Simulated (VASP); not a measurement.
Wanted: the native input for a VASP 6.6.1 run.

```
Task                   : single point
Functional             : r2SCAN
Potentials or basis    : VASP PAW PBE potentials, release 64 (Ba_sv)
Cutoff                 : 520 eV
k mesh                 : 14 × 14 × 14
Occupations            : gaussian, width 0.15 eV
Spin                   : no spin polarisation
Dipole correction      : no
Further INCAR settings : ALGO = Normal; EDIFF = 1e-07; NBANDS = 11
```

Crystal: Ba.

```
Ba
1.0
     3.76381    0.00000    0.00000
     0.00000    3.76381    0.00000
     0.00000    0.00000    4.07153
Ba
1
Direct
  0.50000 0.50000 0.50000
```

This cell differs from its parent crystal: ratio of the length along z to the lengths across it x 1.2, volume and fractional coordinates fixed.

One way to write it, as run:

POSCAR

```
Ba
1.0
    3.7638147529      0.0000000000      0.0000000000
    0.0000000000      3.7638147529      0.0000000000
    0.0000000000      0.0000000000      4.0715305230
Ba
1
Direct
    0.5000000000      0.5000000000      0.5000000000
```

INCAR.step1

```
SYSTEM = Ba
ALGO = Normal ; EDIFF = 1E-4
ENCUT = 520 ; GGA = PE
ISMEAR = 0 ; LASPH = .TRUE.
LCHARG = .FALSE. ; LREAL = .FALSE.
LWAVE = .TRUE. ; NBANDS = 11
NELM = 60 ; PREC = Accurate
SIGMA = 0.15
```

INCAR.step2

```
SYSTEM = Ba
ALGO = Normal ; EDIFF = 1E-7
ENCUT = 520 ; ISIF = 2
ISMEAR = 0 ; ISTART = 1
LASPH = .TRUE. ; LCHARG = .FALSE.
LMIXTAU = .TRUE. ; LREAL = .FALSE.
LWAVE = .FALSE. ; METAGGA = R2SCAN
NBANDS = 11 ; NELM = 60
PREC = Accurate ; SIGMA = 0.15
```

KPOINTS

```
k-points
0
G
  14 14 14
  0 0 0
```

Potentials or basis: VASP PAW PBE potentials, release 64 (Ba_sv).

Launch:

```console
$ cat potpaw_PBE.64/Ba_sv/POTCAR > POTCAR
$ cp INCAR.step1 INCAR
$ mpirun -np 1 vasp_std > vasp.out
$ cp INCAR.step2 INCAR
$ mpirun -np 1 vasp_std > vasp.out
```

It gave:

The pressure is 0.6 GPa. The band gap on the k mesh is zero (bands 5 and 6 overlap by 0.33 eV).

Caveat: the PAW data sets were made with another functional, which shifts forces and pressure a little; spin-orbit coupling is left out, which moves the levels of the heavy elements.

Wall time 5.4 min on 1 thread of Intel(R) Xeon(R) Platinum 8488C (Sapphire Rapids) (shared host), peak memory 0.31 GiB.
